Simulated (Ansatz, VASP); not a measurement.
## AlN in VASP and in Ansatz

```
Al N
1.0
     4.36799    0.00000    0.00000
     0.00000   -4.36799    0.00000
     0.00000    0.00000   -4.36799
Al N
4 4
Direct
  0.00152 0.48536 0.48522
  0.49051 0.01506 0.50058
  0.50578 0.49152 0.99316
  0.00305 0.00110 0.00019
  0.73486 0.75515 0.75875
  0.25618 0.23742 0.74653
  0.26086 0.76501 0.27289
  0.74724 0.24938 0.24268
```

Change from the starting cell: all atoms moved at random (sigma 0.06 Å a component).

Alike in both runs: task single point; functional r2SCAN; k mesh 6 × 6 × 6; occupations gaussian, width 0.05 eV; no spin polarisation.

|  | VASP | Ansatz |
| --- | --- | --- |
| version | VASP 6.6.1 | Ansatz 0.2.0 |
| potentials or method | VASP PAW PBE potentials, release 64 (Al, N), cutoff 520 eV | scalar-relativistic, plane waves, PAW |
| valence electrons in the cell | 32 | 32 |

Ansatz gave:

| Item | Value |
| --- | --- |
| gap on the k mesh at the Fermi level (eV) | 3.23 |
| least direct gap on the mesh (eV) | 3.23 |
| pressure (GPa) | 2.3 |
| traceless stress, the component that is largest in VASP (GPa) | 1.83 |
| rms of the force components (eV/Å) | 1.193 |

Task: What did VASP give for the same quantities?

Result: gap on the k mesh at the Fermi level (eV): 3.23; least direct gap on the mesh (eV): 3.23; pressure (GPa): 2.0; traceless stress, the component that is largest in VASP (GPa): 1.87; rms of the force components (eV/Å): 1.203.

VASP's potentials were made for PBE, not for r2SCAN. Atom by atom the forces differ by 0.012 eV/Å (rms over components). The functional is the same, so the differences come from potentials, cutoffs and numerics.
